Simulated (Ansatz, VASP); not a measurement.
Two plane-wave programs on AlN

File POSCAR:

```
AlN
1.0
    0.0582633710      2.2431397838      2.2431397838
    2.2431397838      0.0582633710      2.2431397838
    2.2431397838      2.2431397838      0.0582633710
Al N
1 1
Direct
    0.0012904072      0.0012904072      0.0012904072
    0.2487095928      0.2487095928      0.2487095928
```

Contents of INCAR.step1:

```
SYSTEM = AlN
PREC = Accurate
ENCUT = 520
ISMEAR = 0
SIGMA = 0.01
LREAL = .FALSE.
LASPH = .TRUE.
NELM = 100
NBANDS = 11
GGA = PE
ALGO = Normal
EDIFF = 1E-4
LWAVE = .TRUE.
LCHARG = .FALSE.
```

The input INCAR.step2:

```
SYSTEM = AlN
PREC = Accurate
ENCUT = 520
EDIFF = 1E-6
ISMEAR = 0
SIGMA = 0.01
LREAL = .FALSE.
LASPH = .TRUE.
NELM = 100
ALGO = Normal
ISIF = 2
LWAVE = .FALSE.
LCHARG = .FALSE.
METAGGA = R2SCAN
LMIXTAU = .TRUE.
NBANDS = 11
ISTART = 1
```

File KPOINTS:

```
Automatic mesh
0
G
  10 10 10
  0 0 0
```

Input for Ansatz:

```yaml
crystal:
  lattice:
    - [0.058263371, 2.2431397838, 2.2431397838]
    - [2.2431397838, 0.058263371, 2.2431397838]
    - [2.2431397838, 2.2431397838, 0.058263371]
  atoms:
    - { symbol: Al, position: [0.0012904072, 0.0012904072, 0.0012904072] }
    - { symbol: "N", position: [0.2487095928, 0.2487095928, 0.2487095928] }
kpoints:
  mp_grid: { grid: [10, 10, 10] }
  band_path:
    path:
      - [0.0, 0.0, 0.0]
      - [-0.5, -0.5, 0.0]
      - [-0.375, -0.375, 0.25]
      - [-0.375, 0.0, 0.375]
      - [0.0, 0.0, 0.5]
      - [-0.5, -0.25, 0.25]
    npoints: 1
hamiltonian:
  xc: r2scan
scf:
  occupations: { method: fixed }
  n_extra_bands: 4
output:
  forces: true
  stress: true
  eigenvalues: true
```

Change from the starting cell: shear_111 strain +4.0%.

Alike in both runs: task single point; functional r2SCAN; k mesh 10 × 10 × 10; no spin polarisation.

```csv
,VASP,Ansatz
version,VASP 6.6.1,Ansatz 0.2.0
potentials or method,"VASP PAW PBE potentials, release 64 (Al, N)","plane waves, PAW"
plane-wave cutoff (eV),520,500
occupations,"gaussian, width 0.01 eV",fixed
valence electrons in the cell,8,8
```

|  | VASP | Ansatz | Ansatz less VASP |
| --- | --- | --- | --- |
| gap on the k mesh at the Fermi level (eV) | 3.77 | 3.78 | +0.007 |
| pressure (GPa) | -7.9 | -7.5 | +0.37 |
| traceless stress, the component that is largest in VASP (GPa) | -5.04 | -4.99 | +0.048 |
| rms of the force components (eV/Å) | 0.002 | 0.003 | +0.0018 |

VASP's potentials were made for PBE, not for r2SCAN. Atom by atom the forces differ by 0.002 eV/Å (rms over components).
